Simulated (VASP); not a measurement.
Runs of VASP 6.6.1 on TePb. The structure is that of space group Fm-3m (No. 225), or close to it. The cells are those of the table. 

```tsv
level	cell	smearing	gap on the mesh (eV)	pressure (GPa)
r2SCAN	a = 4.633, b = 4.633, c = 4.621 Å, angles 60.1, 60.1, 59.8°, 2 atoms	gaussian 0.01 eV	(b)	-0.2
r2SCAN	a = 4.622, b = 4.622, c = 4.714 Å, angles 59.3, 59.3, 58.7°, 2 atoms	gaussian 0.01 eV	(a)	(c)
r2SCAN	a = 4.601, b = 4.601, c = 4.575 Å, angles 60.2, 60.2, 59.6°, 2 atoms	gaussian 0.01 eV	1.05	0.8
PBE	a = 4.622, b = 4.622, c = 4.714 Å, angles 59.3, 59.3, 58.7°, 2 atoms	fermi-dirac 0.02 eV	0.61	0.6
```

Alike in all rows: no spin polarisation.

Problem. Estimate the missing entries.

Solution. (a) 0.87; (b) 1.10; (c) 0.0.

Caveats: the structure was generated, so it needn't be the stable form of TePb; spin-orbit coupling is left out, which moves the levels of the heavy elements; the PAW data sets were made with another functional, which shifts forces and pressure a little (at least some runs).

A k mesh can miss the band edges, and the runs leave out spin-orbit coupling on Pb, Te.
